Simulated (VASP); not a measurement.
WC (Qusongite): single point with PBEsol+U

Crystal: WC (Qusongite).

```
W C
1.0
     2.90650    0.00000    0.00000
    -1.45325    2.51710    0.00000
     0.00000    0.00000    2.83660
W C
1 1
Direct
  0.00000 0.00000 0.00000
  0.66667 0.33333 0.50000
```

```json
{
 "Program": "VASP 6.6.1",
 "Task": "single point",
 "Functional": "PBEsol",
 "Potentials or basis": "VASP PAW PBE potentials, release 64 (W_sv, C)",
 "Cutoff": "520 eV",
 "k mesh": "10 × 10 × 9",
 "Occupations": "fermi-dirac, width 0.05 eV",
 "Spin": "no spin polarisation",
 "Hubbard terms": "W d U = 4.0 eV",
 "Dipole correction": "no",
 "Further INCAR settings": "ALGO = Normal; EDIFF = 1e-07; NBANDS = 16"
}
```

```
Pressure               : 6.7 GPa
Band gap on the k mesh : zero (band 9 reaches 11.85 eV, above the bottom of band 10 at 10.79 eV)
```

Stress tensor (GPa, compression positive):
```
6.51 0.00 0.00
0.00 6.51 0.00
0.00 0.00 6.93
```

Levels at points of the mesh, in eV from the Fermi level:
| k point | band 7 | band 8 | band 9 | band 10 | band 11 | band 12 |
| --- | --- | --- | --- | --- | --- | --- |
| (0.00, 0.00, 0.00) | -3.32 | -3.32 | -0.06 | 3.42 | 3.42 | 5.59 |
| (0.50, 0.00, 0.00) | -3.61 | -3.57 | -0.58 | 2.51 | 4.61 | 4.90 |

Eigenvalues of the final occupation matrices:
| site | spin | trace | eigenvalues |
| --- | --- | --- | --- |
| site 1 d | 1 | 1.69 | 0.32 0.32 0.34 0.34 0.36 |
| site 1 d | 2 | 1.69 | 0.32 0.32 0.34 0.34 0.36 |

Wall time 15 s on 1 thread of AMD EPYC 9R45 96-Core Processor (Zen 5), with other jobs on the host, peak memory 0.12 GiB.

Caveat: the PAW data sets were made with another functional, which shifts forces and pressure a little; spin-orbit coupling is left out, which moves the levels of the heavy elements; U without spin polarisation on a metal has little footing; the U is typed as a test and isn't derived for this compound.
